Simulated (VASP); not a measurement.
# PbS: single point with PBE+D3(BJ)

PbS:

```
CELL_PARAMETERS angstrom
-2.96713 -2.96713 0.00000
2.96713 -2.96713 0.00000
0.00000 0.00000 13.36853
ATOMIC_POSITIONS crystal
Pb 0.50000 0.50000 0.11097
Pb 0.00000 0.00000 0.33292
Pb 0.50000 0.50000 0.55487
Pb 0.00000 0.00000 0.77682
S 0.00000 0.00000 0.11097
S 0.50000 0.50000 0.33292
S 0.00000 0.00000 0.55487
S 0.50000 0.50000 0.77682
```

```
Program                : VASP 6.6.1
Task                   : single point
Functional             : PBE
Dispersion             : D3(BJ)
Potentials or basis    : VASP PAW PBE potentials, release 64 (Pb_d, S)
Cutoff                 : 520 eV
k mesh                 : 8 × 8 × 3
Occupations            : gaussian, width 0.03 eV
Spin                   : no spin polarisation
Dipole correction      : no
Further INCAR settings : ALGO = Normal; EDIFF = 1e-06; NBANDS = 50
```

```yaml
Pressure: -1.4 GPa
Largest_force: 0.401 eV/Å
Band_gap_on_the_k_mesh: 0.90 eV, direct
Dispersion_energy_per_atom: -0.311 eV
```

Forces in eV/Å, atoms in the order of the input:
```
Pb   0.000  0.000  0.131
Pb   0.000  0.000 -0.355
Pb   0.000  0.000  0.355
Pb   0.000  0.000 -0.131
S    0.000  0.000  0.162
S    0.000  0.000 -0.401
S    0.000  0.000  0.401
S    0.000  0.000 -0.162
```

Stress tensor (GPa, compression positive):
```
-0.65  0.00  0.00
 0.00 -0.65  0.00
 0.00  0.00 -2.88
```

Levels at points of the mesh, in eV from the valence-band top:
| k point | band 38 | band 39 | band 40 | band 41 | band 42 | band 43 |
| --- | --- | --- | --- | --- | --- | --- |
| (0.00, 0.00, 0.00) | -1.90 | -1.42 | -1.19 | 1.83 | 3.33 | 4.12 |
| (0.50, 0.00, 0.00) | -0.30 | 0.00 | 0.00 | 0.90 | 0.90 | 1.62 |
| (0.50, 0.50, 0.00) | -2.60 | -1.05 | -1.05 | 2.42 | 2.42 | 4.33 |

It took 6.2 min on 1 thread of Intel Xeon 6975P-C, with other jobs on the host, peak memory 0.47 GiB.

Caveat: spin-orbit coupling is left out, which moves the levels of the heavy elements. A k mesh can miss the band edges.
